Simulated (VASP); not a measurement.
Write the native input for VASP 6.6.1 that does the following.

- Task: single point
- Functional: RPBE
- Potentials or basis: VASP PAW PBE potentials, release 64 (Ti_sv)
- Cutoff: 520 eV
- k mesh: 10 × 10 × 6
- Occupations: fermi-dirac, width 0.05 eV
- Spin: no spin polarisation
- Dipole correction: no
- Further INCAR settings: ALGO = Normal; EDIFF = 1e-07; NBANDS = 19

The structure of Ti lies in POSCAR:

```
Ti
1.0
    2.9679195524      0.0000000000      0.0000000000
   -1.4839597762      2.5702937287      0.0000000000
    0.0000000000      0.0000000000      4.6954858115
Ti
2
Direct
    0.6666666667      0.3333333333      0.7500000000
    0.3333333333      0.6666666667      0.2500000000
```

The input as run:

INCAR

```
SYSTEM = Ti
PREC = Accurate
ENCUT = 520
EDIFF = 1E-7
ISMEAR = -1
SIGMA = 0.05
LREAL = .FALSE.
LASPH = .TRUE.
NELM = 100
ALGO = Normal
ISIF = 2
LWAVE = .FALSE.
LCHARG = .FALSE.
GGA = RP
NBANDS = 19
```

KPOINTS

```
regular mesh
0
G
  10 10 6
  0 0 0
```

Potentials or basis: VASP PAW PBE potentials, release 64 (Ti_sv).

The run is started by

```sh
$ cat potpaw_PBE.64/Ti_sv/POTCAR > POTCAR
$ mpirun -np 1 vasp_std > vasp.out
```

It gave:

```
Pressure               : -0.3 GPa
Band gap on the k mesh : zero (band 12 reaches 8.90 eV, above the bottom of band 13 at 7.88 eV)
```

Caveat: the PAW data sets were made with another functional, which shifts forces and pressure a little.

Run time: 27 s on 1 thread of Intel Xeon 6975P-C, with other jobs on the host, peak memory 0.17 GiB.
